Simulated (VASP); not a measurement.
Here is a VASP 6.6.1 calculation.

Contents of INCAR:

```
SYSTEM = C
  ALGO = Normal
  EDIFF = 1E-7
  ENCUT = 520
  GGA = PS
  ISIF = 2
  ISMEAR = 0
  IVDW = 12
  LASPH = .True.
  LCHARG = .False.
  LREAL = .False.
  LWAVE = .False.
  NBANDS = 11
  NELM = 60
  PREC = Accurate
  SIGMA = 0.15
```

Contents of KPOINTS:

```
k-points
0
Gamma
  21 21 12
  0 0 0
```

Contents of POSCAR:

```
C
1.0
    2.4166153542      0.0000000000      0.0000000000
   -1.2083076771      2.0928502879      0.0000000000
    0.0000000000      0.0000000000      3.4705398879
C
2
Direct
    0.3474284648      0.6948569296      0.0000000000
    0.6525715352      0.3051430704      0.0000000000
```

Potentials or basis: VASP PAW PBE potentials, release 64 (C).

Command:

```sh
$ cat potpaw_PBE.64/C/POTCAR > POTCAR
$ mpirun -np 1 vasp_std > vasp.out
```

What does it give for the pressure?

24.3 GPa.

What does it give for the dispersion energy per atom?

-0.106 eV.

What does it give for the band gap on the k mesh?

Zero (bands 4 and 5 overlap by 0.96 eV).

Forces on the atoms (eV/Å):
```
C    0.000 -8.527  0.000
C    0.000  8.527  0.000
```

Caveat: the cell differs from its parent crystal (atoms displaced along a vibrational mode, the cell strained); the stress differs along the axes, from 0 to 58 GPa; the PAW data sets were made with another functional, which shifts forces and pressure a little.
